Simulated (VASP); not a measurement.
## InSb: single point with r2SCAN

InSb:

```xyz
2
Lattice="0.0000 3.0422 3.0422 3.0422 0.0000 3.0422 3.0422 3.0422 0.0000" Properties=species:S:1:pos:R:3 pbc="T T T"
In    0.0000    0.0000    0.0000
Sb    3.0422    3.0422    3.0422
```

```yaml
Program: VASP 6.6.1
Task: single point
Functional: r2SCAN
Potentials_or_basis: VASP PAW PBE potentials, release 64 (In_d, Sb)
Cutoff: 520 eV
k_mesh: 6 × 6 × 6
Occupations: fermi-dirac, width 0.02 eV
Spin: no spin polarisation
```

The pressure is 0.1 GPa. The band gap on the k mesh is zero (band 9 reaches 7.43 eV, above the bottom of band 10 at 4.52 eV).

Levels at points of the mesh, in eV from the Fermi level:
```
           k point  band 6  band 7  band 8  band 9  band 10  band 11  band 12  band 13
(0.00, 0.00, 0.00)  -11.67   -0.22   -0.22   -0.22    -0.01     6.42     6.42     6.42
(0.50, 0.00, 0.00)   -9.69   -6.87    0.21    0.21     2.51     2.51     2.52     3.58
(0.50, 0.50, 0.00)   -8.89   -4.84   -3.42   -2.43    -2.43     3.43     8.86     8.86
```

It took 29 s on 1 thread of Intel(R) Xeon(R) 6975P-C (Granite Rapids) (shared host), peak memory 0.19 GiB.

Caveat: the PAW data sets were made with another functional, which shifts forces and pressure a little; spin-orbit coupling is left out, which moves the levels of the heavy elements.
